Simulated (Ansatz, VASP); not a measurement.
# SiC: VASP beside Ansatz

File INCAR:

```
PREC = Accurate
ENCUT = 600
EDIFF = 1E-6
ISMEAR = -1
SIGMA = 0.05
LREAL = F
LASPH = T
NELM = 120
ALGO = Normal
ISIF = 2
LWAVE = F
LCHARG = F
GGA = B5
ALDAX = 1.0
AGGAX = 1.0
AGGAC = 1.0
ALDAC = 0.0
NBANDS = 11
GGA_COMPAT = F
```

KPOINTS

```
Automatic mesh
0
Gamma
  10 10 10
```

Contents of POSCAR:

```
SiC
1.0
    0.0000000000      2.1495504440      2.1495504440
    2.1495504440      0.0000000000      2.1495504440
    2.1495504440      2.1495504440      0.0000000000
Si C
1 1
Direct
    0.0000000000      0.0000000000      0.0000000000
    0.7500000000      0.7500000000      0.7500000000
```

File input.yaml:

```yaml
crystal:
  lattice:
    - [0.0, 2.149550444, 2.149550444]
    - [2.149550444, 0.0, 2.149550444]
    - [2.149550444, 2.149550444, 0.0]
  atoms:
    - { symbol: Si, position: [0.0, 0.0, 0.0] }
    - { symbol: C, position: [0.75, 0.75, 0.75] }
hamiltonian:
  xc: blyp
  pseudopotentials: { kind: paw }
kpoints:
  mp_grid: { grid: [10, 10, 10] }
scf:
  occupations: { method: fermi_dirac, width: 0.05 }
output:
  forces: true
  stress: true
  eigenvalues: true
```

Alike in both runs: task single point; functional BLYP; k mesh 10 × 10 × 10; occupations fermi-dirac, width 0.05 eV; no spin polarisation.

```csv
,VASP,Ansatz
version,VASP 6.6.1,Ansatz 0.2.0
potentials or method,"VASP PAW PBE potentials, release 64 (Si, C)",Ansatz PAW
plane-wave cutoff (eV),600,420
valence electrons in the cell,8,8
```

Ansatz gave:

```
gap on the k mesh at the Fermi level (eV) : 1.67
least direct gap on the mesh (eV)         : 4.87
pressure (GPa)                            : 17.9
```

Question: Estimate VASP's values.

Answer: gap on the k mesh at the Fermi level (eV): 1.67; least direct gap on the mesh (eV): 4.88; pressure (GPa): 18.4.

VASP's potentials were made for PBE, not for BLYP. The functional is the same, so the differences come from potentials, cutoffs and numerics.
